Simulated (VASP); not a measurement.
A run of VASP 6.6.1 is set up as follows.

The input INCAR:

```
PREC = Accurate ; ENCUT = 520
EDIFF = 1E-7 ; ISMEAR = 0
SIGMA = 0.1 ; LREAL = F
LASPH = T ; NELM = 120
ALGO = Normal ; ISIF = 2
LWAVE = F ; LCHARG = F
LDIPOL = T ; IDIPOL = 3
DIPOL = 0.5 0.5 0.334 ; GGA = PE
IBRION = 2 ; NSW = 36
EDIFFG = -0.025 ; GGA_COMPAT = F
NELMIN = 4 ; NELMDL = -8
KPAR = 4
```

The input KPOINTS:

```
regular mesh
0
Gamma
  7 5 1
```

Contents of POSCAR:

```
Ge6F
1.0
    4.0740542126      0.0000000000      0.0000000000
    0.0000000000      5.7615827213      0.0000000000
    0.0000000000      0.0000000000     19.5242196736
Ge F
6 1
Selective dynamics
Direct
    0.5000000000      0.0000000000      0.2048737449  F F F
    0.0000000000      0.2500000000      0.2048737449  F F F
    0.0000000000      0.5005156572      0.3087424246  F F F
    0.5000000000      0.7494843428      0.3087424246  F F F
    0.5000000000      0.0069199665      0.4109879835  F F F
    0.0000000000      0.2430800335      0.4109879835  F F F
    0.5000000000      0.8402532998      0.4897513379  F F T
```

Potentials or basis: VASP PAW PBE potentials, release 64 (Ge_d, F).

Launch:

```bash
$ cat potpaw_PBE.64/Ge_d/POTCAR potpaw_PBE.64/F/POTCAR > POTCAR
$ mpirun -np 4 vasp_std > vasp.out
```

Question: What does it give for the energy gained by relaxing?

Answer: 1.0 meV/atom.

Question: Estimate the band gap on the k mesh.

Answer: Zero (an odd number of electrons rules out a gap without spin polarisation).

Final structure:
```
Ge F
1.0
     4.07405    0.00000    0.00000
     0.00000    5.76158    0.00000
     0.00000    0.00000   19.52422
Ge F
6 1
Direct
  0.50000 0.00000 0.20487
  0.00000 0.25000 0.20487
  0.00000 0.50052 0.30874
  0.50000 0.74948 0.30874
  0.50000 0.00692 0.41099
  0.00000 0.24308 0.41099
  0.50000 0.84025 0.48818
```

Caveat: an odd number of electrons without spin polarisation forces a metal; a magnetic or distorted state may lie lower.
